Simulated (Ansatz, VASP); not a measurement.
# RbBr in VASP and in Ansatz

Contents of INCAR:

```
SYSTEM = RbBr
PREC = Accurate ; ENCUT = 500
EDIFF = 1E-6 ; ISMEAR = 0
SIGMA = 0.02 ; LREAL = .FALSE.
LASPH = .TRUE. ; NELM = 120
ALGO = Normal ; ISIF = 2
LWAVE = .FALSE. ; LCHARG = .FALSE.
GGA = CA ; NBANDS = 15
GGA_COMPAT = .FALSE.
```

Contents of KPOINTS:

```
Automatic mesh
0
G
  6 6 6
  0 0 0
```

The input POSCAR:

```
RbBr
1.0
    3.9676059176      0.0000000000      0.0000000000
    0.0000000000      3.9676059176      0.0000000000
    0.0000000000      0.0000000000      3.9676059176
Rb Br
1 1
Direct
    0.0000000000      0.0000000000      0.0000000000
    0.5000000000      0.5000000000      0.5000000000
```

Input for Ansatz:

```yaml
crystal:
  lattice:
    - [3.9676059176, 0.0, 0.0]
    - [0.0, 3.9676059176, 0.0]
    - [0.0, 0.0, 3.9676059176]
  atoms:
    - { symbol: Rb, position: [0.0, 0.0, 0.0] }
    - { symbol: Br, position: [0.5, 0.5, 0.5] }
basis:
  ecutwfc: 420
kpoints:
  mp_grid: { grid: [6, 6, 6] }
hamiltonian:
  xc: lda
scf:
  occupations: { method: gaussian, width: 0.02 }
  n_extra_bands: 8
output:
  forces: true
  eigenvalues: true
  stress: true
```

Alike in both runs: task single point; functional LDA; k mesh 6 × 6 × 6; occupations gaussian, width 0.02 eV; no spin polarisation.

|  | VASP | Ansatz |
| --- | --- | --- |
| version | VASP 6.6.1 | Ansatz 0.2.0 |
| potentials or method | VASP PAW LDA potentials, release 64 (Rb_sv, Br), cutoff 500 eV | scalar-relativistic, plane waves, PAW |
| valence electrons in the cell | 16 | 16 |

|  | VASP | Ansatz | Ansatz less VASP |
| --- | --- | --- | --- |
| gap on the k mesh at the Fermi level (eV) | 4.13 | 4.11 | -0.015 |
| pressure (GPa) | 0.1 | 0.0 | -0.07 |

LDA's correlation is that of Perdew and Zunger in VASP and of Perdew and Wang (1992) in Ansatz.
